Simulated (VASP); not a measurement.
A run of VASP 6.6.1 is set up as follows.

INCAR

```
SYSTEM = Zn2GeSb2
  ALGO = Normal
  EDIFF = 1E-6
  ENCUT = 520
  GGA = PS
  ISIF = 2
  ISMEAR = -1
  LASPH = .True.
  LCHARG = .False.
  LREAL = .False.
  LWAVE = .False.
  NBANDS = 32
  NELM = 60
  PREC = Accurate
  SIGMA = 0.03
```

KPOINTS

```
k-points
0
Gamma
  8 8 8
  0 0 0
```

File POSCAR:

```
Zn2GeSb2
1.0
   -1.7348728189      1.7348728189      8.4506003576
    1.7348728189     -1.7348728189      8.4506003576
    1.7348728189      1.7348728189     -8.4506003576
Zn Ge Sb
2 1 2
Direct
    0.5806469432      0.5806469432      0.0000000000
    0.4193530568      0.4193530568      0.0000000000
    0.0000000000      0.0000000000      0.0000000000
    0.1770281539      0.1770281539      0.0000000000
    0.8229718461      0.8229718461      0.0000000000
```

Potentials or basis: VASP PAW PBE potentials, release 64 (Zn, Ge_d, Sb).

The run is started by

```console
$ cat potpaw_PBE.64/Zn/POTCAR potpaw_PBE.64/Ge_d/POTCAR potpaw_PBE.64/Sb/POTCAR > POTCAR
$ mpirun -np 1 vasp_std > vasp.out
```

**Question.** Predict the pressure.

**Answer.** 0.1 GPa.

**Question.** Predict the largest force.

**Answer.** 0.024 eV/Å.

**Question.** Predict the band gap on the k mesh.

**Answer.** Zero (bands 24 and 25 overlap by 3.96 eV).

Stress tensor (GPa, compression positive):
```
0.11 0.00 0.00
0.00 0.11 0.00
0.00 0.00 0.21
```

Caveat: the PAW data sets were made with another functional, which shifts forces and pressure a little; spin-orbit coupling is left out, which moves the levels of the heavy elements.
